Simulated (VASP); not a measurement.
# Sr (P-3m1) in VASP: single point with PBEsol

Aim: the single point of Sr with PBEsol.

Everything below comes from runs of VASP 6.6.1. Logs are shortened: lines on timing, memory, paths and dates and some standing lists are left out, and cuts for length are marked.

**1. The cell of the first run**

It takes space group P-3m1 (No. 164, trigonal). The conventional cell has a = 3.802 Å, b = 3.802 Å, c = 9.526 Å, α = 90.00°, β = 90.00°, γ = 120.00°. Sr (site symmetry 3m) has 9 Sr at 3.80 to 4.69 Å within 5.0 Å.

**2. Single point, PBEsol**

Input file INCAR:

```
PREC = Accurate
ENCUT = 500
EDIFF = 1E-6
ISMEAR = -1
SIGMA = 0.1
LREAL = False
LASPH = True
NELM = 120
ALGO = Normal
ISIF = 2
LWAVE = False
LCHARG = False
GGA = PS
NBANDS = 17
GGA_COMPAT = False
```

Input file KPOINTS:

```
regular mesh
0
Gamma
  6 6 2
```

Input file POSCAR:

```
Sr
1.0
    3.8021790000      0.0000000000      0.0000000000
   -1.9010900000      3.2927840000      0.0000000000
    0.0000000000      0.0000000000      9.5255850000
Sr
2
Direct
    0.6666666667      0.3333333333      0.2174840000
    0.3333333333      0.6666666667      0.7825160000
```

Potentials or basis: VASP PAW PBE potentials, release 64 (Sr_sv).

The run is started by

```
$ cat potpaw_PBE.64/Sr_sv/POTCAR > POTCAR
$ mpirun -np 1 vasp_std > vasp.out
```

OUTCAR:

```text
PREC = Accurate
   ENCUT = 500
   EDIFF = 1E-6
   ISMEAR = -1
   LREAL = False
   LASPH = True
   NELM = 120
   ISIF = 2
   GGA = PS

 ion  position               nearest neighbor table
   1  0.667  0.333  0.217-   2 4.69   2 4.69   2 4.69
   2  0.333  0.667  0.783-   1 4.69   1 4.69   1 4.69

  LATTYP: Found a hexagonal cell.
 ALAT       =     3.8021790000
 C/A-ratio  =     2.5052963051

  Lattice vectors:

 A1 = (   3.8021790000,   0.0000000000,   0.0000000000)
 A2 = (  -1.9010900000,   3.2927840000,   0.0000000000)
 A3 = (   0.0000000000,   0.0000000000,   9.5255850000)

Analysis of symmetry for initial positions (statically):
=====================================================================
 Subroutine PRICEL returns:
 Original cell was already a primitive cell.

 Routine SETGRP: Setting up the symmetry group for a
 hexagonal supercell.

 Subroutine GETGRP returns: Found 12 space group operations
 (whereof 12 operations were pure point group operations)
 out of a pool of 24 trial point group operations.

The static configuration has the point symmetry D_3d.

Analysis of symmetry for dynamics (positions and initial velocities):
=====================================================================
 Subroutine PRICEL returns:
 Original cell was already a primitive cell.

 Routine SETGRP: Setting up the symmetry group for a
 hexagonal supercell.

 Subroutine GETGRP returns: Found 12 space group operations
 (whereof 12 operations were pure point group operations)
 out of a pool of 24 trial point group operations.

The dynamic configuration has the point symmetry D_3d.

 Subroutine INISYM returns: Found 12 space group operations
 (whereof 12 operations are pure point group operations),
 and found     1 'primitive' translations

----------------------------------------------------------------------------------------

                                     Primitive cell

  volume of cell :     119.2580

  direct lattice vectors                    reciprocal lattice vectors
     3.802179000  0.000000000  0.000000000     0.263007081  0.151847231  0.000000000
    -1.901090000  3.292784000  0.000000000     0.000000000  0.303694381  0.000000000
     0.000000000  0.000000000  9.525585000     0.000000000  0.000000000  0.104980429

  length of vectors
     3.802179000  3.802179593  9.525585000     0.303694429  0.303694381  0.104980429

  position of ions in fractional coordinates (direct lattice)
     0.666666667  0.333333333  0.217484000
     0.333333333  0.666666667  0.782516000

  ion indices of the primitive-cell ions
   primitive index   ion index
                 1           1
                 2           2

----------------------------------------------------------------------------------------

 KPOINTS: regular mesh

Automatic generation of k-mesh.
 Grid dimensions read from file:
 generate k-points for:    6    6    2

 Generating k-lattice:

  Cartesian coordinates                     Fractional coordinates (reciprocal lattice)
     0.043834513  0.025307872  0.000000000     0.166666667  0.000000000  0.000000000
     0.000000000  0.050615730  0.000000000     0.000000000  0.166666667  0.000000000
     0.000000000  0.000000000  0.052490215     0.000000000  0.000000000  0.500000000

  Length of vectors
     0.050615738  0.050615730  0.052490215

  Shift w.r.t. Gamma in fractional coordinates (k-lattice)
     0.000000000  0.000000000  0.000000000

 Subroutine IBZKPT returns following result:
 ===========================================

 Found     14 irreducible k-points:

 Following reciprocal coordinates:
            Coordinates               Weight
  0.000000  0.000000  0.000000      1.000000
  0.166667  0.000000  0.000000      6.000000
  0.333333 -0.000000  0.000000      6.000000
  0.500000  0.000000  0.000000      3.000000
  0.166667  0.166667  0.000000      6.000000
  0.333333  0.166667  0.000000     12.000000
  0.333333  0.333333  0.000000      2.000000
  0.000000  0.000000  0.500000      1.000000
  0.166667  0.000000  0.500000      6.000000
  0.333333 -0.000000  0.500000      6.000000
  0.500000  0.000000  0.500000      3.000000
  0.166667  0.166667  0.500000      6.000000
  0.333333  0.166667  0.500000     12.000000
  0.333333  0.333333  0.500000      2.000000
   k-points           NKPTS =     14   k-points in BZ     NKDIM =     14   number of bands    NBANDS=     17
   number of dos      NEDOS =    301   number of ions     NIONS =      2
   total plane-waves  NPLWV =  54880
   dimension x,y,z NGX =    28 NGY =   28 NGZ =   70
   dimension x,y,z NGXF=    56 NGYF=   56 NGZF=  140
   ions per type =               2
   NGX,Y,Z   is equivalent  to a cutoff of  12.24, 12.24, 12.22 a.u.
   NGXF,Y,Z  is equivalent  to a cutoff of  24.49, 24.49, 24.43 a.u.
 SYSTEM =  unknown system
   PREC   = accura    normal or accurate (medium, high low for compatibility)
   ISTART =      0    job   : 0-new  1-cont  2-samecut
   ICHARG =      2    charge: 1-file 2-atom 10-const
   ISPIN  =      1    spin polarized calculation?
   LNONCOLLINEAR =      F non collinear calculations
   LSORBIT =      F    spin-orbit coupling
   LASPH  =      T    aspherical Exc in radial PAW
   ENCUT  =  500.0 eV  36.75 Ry    6.06 a.u.   6.93  6.93 17.37*2*pi/ulx,y,z
   NELM   =    120;   NELMIN=  2; NELMDL= -5     # of ELM steps
   EDIFF  = 0.1E-05   stopping-criterion for ELM
   LREAL  =      F    real-space projection
   EDIFFG = 0.1E-04   stopping-criterion for IOM
   NSW    =      0    number of steps for IOM
   IBRION =     -1    ionic relax: 0-MD 1-quasi-New 2-CG
   NFREE  =      0    steps in history (QN), initial steepest desc. (CG)
   ISIF   =      2    stress and relaxation
   ISYM   =      2    0-nonsym 1-usesym 2-fastsym
   POTIM  = 0.5000    time-step for ionic-motion
   TEBEG  =    0.0;   TEEND  =   0.0 temperature during run
   PSTRESS=    0.0 pullay stress
   NELECT =      20.0000    total number of electrons
   NUPDOWN=      -1.0000    fix difference up-down
   EMIN   =  10.00;   EMAX   =-10.00  energy-range for DOS
   EFERMI =   0.00;   METHOD = LEGACY
   ISMEAR =    -1;   SIGMA  =   0.10  broadening in eV -4-tet -1-fermi 0-gaus
   EFERMI_NEDOS =   21; number of points for ismear=-14 and -15
   IALGO  =     38    algorithm
   IMIX   =      4    mixing-type and parameters
     AMIX     =   0.40;   BMIX     =  1.00
     AMIX_MAG =   1.60;   BMIX_MAG =  1.00
  volume/ion in A,a.u.               =      59.63       402.40
  Fermi-wavevector in a.u.,A,eV,Ry     =   0.902795  1.706035 11.089269  0.815038
  Thomas-Fermi vector in A             =   2.026042
   LORBIT       =      0    0 simple, 1 ext, 2 COOP (PROOUT), +10 PAW based schemes
   GGA     = PS    functional components
   LHFCALC =     F    Hartree Fock is set to
   AEXX    =    0.0000 exact exchange contribution
   IVDW    =     0    specifies the selected vdW correction
   LEPSILON=     F    determine dielectric tensor
   LRPA    =     F    only Hartree local field effects (RPA)
 non-spin polarized calculation
  energy-cutoff  :      500.00
  volume of cell :      119.26
 maximum number of plane-waves:      3052
 NGX is ok and might be reduce to    28
   NGX = 13   NGY = 13   NGZ = 35

 number of electron      20.0000000 magnetization

 Free energy of the ion-electron system (eV)
  ---------------------------------------------------
  ext. energy  EPLUGINS =         0.00000000
  ---------------------------------------------------
  free energy    TOTEN  =        -2.86819903 eV

  energy without entropy =       -2.79580257  energy(sigma->0) =       -2.83200080

 E-fermi :   1.0361     XC(G=0):  -7.0558

 val. band max:        0.9171980325   @ k =   0.3333  -0.0000   0.0000
 cond. band min:       1.0527789049   @ k =   0.0000   0.0000   0.5000
 fundamental gap:      0.1355808724
 Fermi energy:         1.0360555575

 k-point     1 :       0.0000    0.0000    0.0000
  band No.  band energies     occupation
      1     -35.4409      2.00000
      2     -35.4391      2.00000
      3     -17.4999      2.00000
      4     -17.4524      2.00000
      5     -17.2238      2.00000
      6     -17.2238      2.00000
[... 9 lines left out ...]
     16       3.7702      0.00000
     17       3.7702      0.00000

 k-point     2 :       0.1667    0.0000    0.0000
  band No.  band energies     occupation
      1     -35.4300      2.00000
      2     -35.4284      2.00000
      3     -17.4798      2.00000
      4     -17.4383      2.00000
      5     -17.3440      2.00000
      6     -17.3418      2.00000
[... 9 lines left out ...]
     16       4.2368      0.00000
     17       4.3173      0.00000

 k-point     3 :       0.3333   -0.0000    0.0000
  band No.  band energies     occupation
      1     -35.4081      2.00000
      2     -35.4070      2.00000
      3     -17.5762      2.00000
      4     -17.5725      2.00000
      5     -17.4369      2.00000
      6     -17.4105      2.00000
[... 9 lines left out ...]
     16       4.6733      0.00000
     17       4.8328      0.00000

 k-point     4 :       0.5000    0.0000    0.0000
  band No.  band energies     occupation
      1     -35.3969      2.00000
      2     -35.3964      2.00000
      3     -17.6876      2.00000
      4     -17.6829      2.00000
      5     -17.4134      2.00000
      6     -17.3992      2.00000
[... 9 lines left out ...]
     16       4.5488      0.00000
     17       4.6315      0.00000
[... 143 lines left out ...]
      1     -35.4136      2.00000
      2     -35.4124      2.00000
      3     -17.4965      2.00000
      4     -17.4956      2.00000
      5     -17.4451      2.00000
      6     -17.4188      2.00000
[... 9 lines left out ...]
     16       4.2566      0.00000
     17       4.6919      0.00000

 k-point    13 :       0.3333    0.1667    0.5000
  band No.  band energies     occupation
      1     -35.3969      2.00000
      2     -35.3964      2.00000
      3     -17.6291      2.00000
      4     -17.6255      2.00000
      5     -17.4132      2.00000
      6     -17.4013      2.00000
[... 9 lines left out ...]
     16       4.0202      0.00000
     17       4.4649      0.00000

 k-point    14 :       0.3333    0.3333    0.5000
  band No.  band energies     occupation
      1     -35.3912      2.00000
      2     -35.3912      2.00000
      3     -17.5495      2.00000
      4     -17.5470      2.00000
      5     -17.5470      2.00000
      6     -17.5424      2.00000
[... 9 lines left out ...]
     16       3.3387      0.00000
     17       4.6154      0.00000

------------------------ aborting loop because EDIFF is reached ----------------------------------------

  FORCE on cell =-STRESS in cart. coord.  units (eV):
  Direction    XX          YY          ZZ          XY          YZ          ZX
  --------------------------------------------------------------------------------------
  -------------------------------------------------------------------------------------
  Total        2.7178005      2.7178012     -2.7305238     -0.0000004      0.0000000     -0.0000000
  in kB       36.5124268     36.5124356    -36.6833591     -0.0000055      0.0000000     -0.0000000
  external PRESSURE =      12.1138344 kB  Pullay stress =       0.0000000 kB

 VOLUME and BASIS-vectors are now :
 -----------------------------------------------------------------------------
  energy-cutoff  :      500.00
  volume of cell :      119.26
      direct lattice vectors                 reciprocal lattice vectors
     3.802179000  0.000000000  0.000000000     0.263007081  0.151847231  0.000000000
    -1.901090000  3.292784000  0.000000000     0.000000000  0.303694381  0.000000000
     0.000000000  0.000000000  9.525585000     0.000000000  0.000000000  0.104980429

 POSITION                                       TOTAL-FORCE (eV/Angst)
 -----------------------------------------------------------------------------------
      1.90109      1.09759      2.07166        -0.000000      0.000000     -0.095381
     -0.00000      2.19519      7.45392         0.000000      0.000000      0.095381
 -----------------------------------------------------------------------------------
    total drift:                                0.000000     -0.000000      0.000000

  FREE ENERGIE OF THE ION-ELECTRON SYSTEM (eV)
  ---------------------------------------------------
  free  energy   TOTEN  =        -2.8681990260 eV

  energy  without entropy=       -2.7958025689  energy(sigma->0) =       -2.83200080
```

It took 19 s on 1 thread of AMD EPYC 9R45 (Zen 5), shared host; peak memory 0.19 GiB.

Results:

```yaml
Free_energy: -2.8682 eV
Pressure: 1.2 GPa
Largest_force: 0.095 eV/Å
Band_gap_on_the_k_mesh: zero (bands 10 and 11 overlap by 1.35 eV)
```

Forces on the atoms (eV/Å):
```
Sr   0.000  0.000 -0.095
Sr   0.000  0.000  0.095
```

Stress tensor (GPa, compression positive):
```
 3.65  0.00  0.00
 0.00  3.65  0.00
 0.00  0.00 -3.67
```

Levels at points of the mesh, in eV from the Fermi level:
| k point | band 7 | band 8 | band 9 | band 10 | band 11 | band 12 | band 13 | band 14 |
| --- | --- | --- | --- | --- | --- | --- | --- | --- |
| (0.00, 0.00, 0.00) | -18.26 | -18.26 | -3.41 | -2.30 | -0.62 | 0.70 | 2.66 | 2.67 |
| (0.50, 0.00, 0.00) | -18.37 | -18.36 | -0.66 | -0.46 | 0.20 | 0.91 | 0.95 | 1.41 |
| (0.00, 0.00, 0.50) | -18.26 | -18.26 | -3.19 | -2.73 | 0.02 | 0.23 | 2.67 | 2.67 |
| (0.50, 0.00, 0.50) | -18.37 | -18.36 | -0.64 | -0.55 | 0.34 | 0.66 | 1.30 | 1.35 |

Caveat: the PAW data sets were made with another functional, which shifts forces and pressure a little.
